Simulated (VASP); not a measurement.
Input of a VASP 6.6.1 run:

Contents of INCAR:

```
SYSTEM = MnS
  PREC = Accurate
  ENCUT = 520
  EDIFF = 1E-7
  ISMEAR = 0
  SIGMA = 0.1
  LREAL = .False.
  LASPH = .True.
  NELM = 150
  ALGO = Normal
  ISIF = 2
  LWAVE = .False.
  LCHARG = .True.
  ISPIN = 2
  MAGMOM = 4.42 0.14
  LORBIT = 11
  LMAXMIX = 4
  GGA = PE
  LELF = .True.
  LVHAR = .True.
  NBANDS = 20
```

Contents of KPOINTS:

```
regular mesh
0
Gamma
  14 14 14
  0 0 0
```

File POSCAR:

```
MnS
1.0
    0.0000000000      2.5218669512      2.5218669512
    2.5218669512      0.0000000000      2.5218669512
    2.5218669512      2.5218669512      0.0000000000
Mn S
1 1
Direct
    0.0000000000      0.0000000000      0.0000000000
    0.5000000000      0.5000000000      0.5000000000
```

Potentials or basis: VASP PAW PBE potentials, release 64 (Mn_pv, S).

Launch:

```sh
$ cat potpaw_PBE.64/Mn_pv/POTCAR potpaw_PBE.64/S/POTCAR > POTCAR
$ mpirun -np 1 vasp_std > vasp.out
```

(1) What does it give for the net moment?

(2) Predict the pressure.

(3) Estimate the site moments.

## Answers

(1) 4.42 μB per cell.

(2) 2.2 GPa.

(3) Mn +4.04; S +0.08 μB.

Caveat: a cell with one magnetic atom can't hold antiferromagnetic order, which such compounds often take.
